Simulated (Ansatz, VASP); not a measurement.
Zn in VASP and in Ansatz

Contents of INCAR:

```
PREC = Accurate ; ENCUT = 520
EDIFF = 1E-6 ; ISMEAR = -1
SIGMA = 0.05 ; LREAL = F
LASPH = T ; NELM = 60
ALGO = Normal ; ISIF = 2
LWAVE = F ; LCHARG = T
LELF = T ; LVHAR = T
NBANDS = 12
```

Contents of KPOINTS:

```
regular mesh
0
Gamma
  7 7 7
```

File POSCAR:

```
Zn
1.0
   -1.5690370000      1.5690370000      1.5690370000
    1.5690370000     -1.5690370000      1.5690370000
    1.5690370000      1.5690370000     -1.5690370000
Zn
1
Direct
    0.0000000000      0.0000000000      0.0000000000
```

Contents of input.yaml:

```yaml
crystal:
  lattice:
    - [-1.569037, 1.569037, 1.569037]
    - [1.569037, -1.569037, 1.569037]
    - [1.569037, 1.569037, -1.569037]
  atoms:
    - { symbol: Zn, position: [0.0, 0.0, 0.0] }
hamiltonian:
  xc: lda
  pseudopotentials: { kind: paw }
kpoints:
  mp_grid: { grid: [7, 7, 7] }
scf:
  occupations: { method: fermi_dirac, width: 0.05 }
  n_extra_bands: 6
output:
  forces: true
  stress: true
  eigenvalues: true
  dos: { projected: true, de: 0.05, nscf_kmesh: { grid: [11, 11, 11] } }
  write_density: true
  write_potential: true
  elf: true
  volumetric_format: npy
```

Alike in both runs: functional LDA; k mesh 7 × 7 × 7; occupations fermi-dirac, width 0.05 eV; no spin polarisation.

|  | VASP | Ansatz |
| --- | --- | --- |
| version | VASP 6.6.1 | Ansatz 0.2.0 |
| potentials or method | VASP PAW LDA potentials, release 64 (Zn) | Ansatz PAW |
| plane-wave cutoff (eV) | 520 | 420 |
| valence electrons in the cell | 12 | 12 |
| task | single point | projected density of states |

```csv
,VASP,Ansatz,Ansatz less VASP
gap on the k mesh at the Fermi level (eV),none,none,-
pressure (GPa),-9.2,-9.7,-0.47
```

LDA's correlation is that of Perdew and Zunger in VASP and of Perdew and Wang (1992) in Ansatz. A gap of «none» marks a metal or a gap that the smearing closes.

The k mesh is coarse, so the values compare programs but aren't converged.
